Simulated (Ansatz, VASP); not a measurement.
# One calculation of WS2, two programs

```xyz
3
Lattice="1.5859 0.9156 6.2375 -1.5859 0.9156 6.2375 0.0000 -1.8312 6.2375" Properties=species:S:1:pos:R:3 pbc="T T T"
W     0.0000    0.0000    0.0125
S     0.0000    0.0000    4.6885
S     0.0000    0.0000    7.8120
```

Alike in both runs: task single point; functional r2SCAN; k mesh 10 × 10 × 10; no spin polarisation.

|  | VASP | Ansatz |
| --- | --- | --- |
| version | VASP 6.6.1 | Ansatz 0.2.0 |
| potentials or method | VASP PAW PBE potentials, release 64 (W_sv, S) | plane waves, PAW |
| plane-wave cutoff (eV) | 520 | 500 |
| occupations | gaussian, width 0.01 eV | fixed |
| valence electrons in the cell | 26 | 26 |

VASP gave:

```
gap on the k mesh at the Fermi level (eV)                     : 1.25
pressure (GPa)                                                : 1.4
traceless stress, the component that is largest in VASP (GPa) : -0.19
rms of the force components (eV/Å)                            : 0.015
```

Q: What did Ansatz give for the same quantities?

A: gap on the k mesh at the Fermi level (eV): 1.24; pressure (GPa): 1.2; traceless stress, the component that is largest in VASP (GPa): -0.13; rms of the force components (eV/Å): 0.025.

VASP's potentials were made for PBE, not for r2SCAN. Atom by atom the forces differ by 0.011 eV/Å (rms over components).

Spin-orbit coupling is off throughout.
